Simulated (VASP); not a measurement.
## NaCl: single point with PBE

Crystal: NaCl.

```xyz
2
Lattice="0.0000 3.0873 3.0873 3.0873 0.0000 3.0873 3.0873 3.0873 0.0000" Properties=species:S:1:pos:R:3 pbc="T T T"
Na    0.0000    0.0000    0.0000
Cl    1.5436    1.5436    1.5436
```

- Program: VASP 6.6.1
- Task: single point
- Functional: PBE
- Potentials or basis: VASP PAW PBE potentials, release 64 (Na_pv, Cl)
- Cutoff: 500 eV
- k mesh: 4 × 4 × 4
- Occupations: gaussian, width 0.01 eV
- Spin: no spin polarisation

The pressure is 0.7 GPa and the band gap on the k mesh is 4.94 eV.

Levels at points of the mesh, in eV from the valence-band top:
```
           k point  band 3  band 4  band 5  band 6  band 7  band 8  band 9  band 10  band 11  band 12
(0.00, 0.00, 0.00)  -20.60  -12.12    0.00    0.00    0.00    4.94   11.22    11.22    11.22    13.00
(0.50, 0.00, 0.00)  -20.60  -11.97   -1.06   -0.09   -0.09    7.58    8.92    10.66    10.66    14.36
(0.50, 0.50, 0.00)  -20.60  -11.93   -0.97   -0.30   -0.30    7.04    9.07    10.61    13.17    13.17
```

It took 7.2 s on 1 thread of Intel(R) Xeon(R) Platinum 8375C CPU @ 2.90GHz (Ice Lake) (shared host), peak memory 0.16 GiB.

Caveat: the k points lie up to 0.44 Å⁻¹ apart.
